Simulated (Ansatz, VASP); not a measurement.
# Cr: VASP beside Ansatz

```
Cr
1.0
    -1.50398    1.50398    1.50398
     1.50398   -1.50398    1.50398
     1.50398    1.50398   -1.50398
Cr
1
Direct
  0.00000 0.00000 0.00000
```

Alike in both runs: task single point; functional LDA; k mesh 12 × 12 × 12; occupations methfessel-paxton of order 1, width 0.01 eV; collinear spin; Hubbard terms Cr d U = 5.3 eV.

```csv
,VASP,Ansatz
version,VASP 6.6.1,Ansatz 0.2.0
potentials or method,"VASP PAW LDA potentials, release 64 (Cr_pv)",Ansatz PAW
plane-wave cutoff (eV),520,420
valence electrons in the cell,12,14
```

Ansatz gave:

- gap on the k mesh at the Fermi level (eV): none
- net moment per atom (μB): 4.77
- size of the moment on the site where the two differ most (μB): 4.13

Question: What did VASP give for the same quantities?

Answer: gap on the k mesh at the Fermi level (eV): none; net moment per atom (μB): 4.36; size of the moment on the site where the two differ most (μB): 4.05.

The net moments are unlike, so the other rows may belong to different states. LDA's correlation is that of Perdew and Zunger in VASP and of Perdew and Wang (1992) in Ansatz. Site moments also hang on the region over which each program counts them. The programs project onto different local orbitals, so the same U acts differently, and such runs can settle in different states. A gap of «none» marks a metal or a gap that the smearing closes. VASP's potentials hold 12 valence electrons a cell and Ansatz's 14, so a difference there can come from the potentials and not from the codes.

Noted on Ansatz's run: the magnetic or orbital state may not be the lowest.
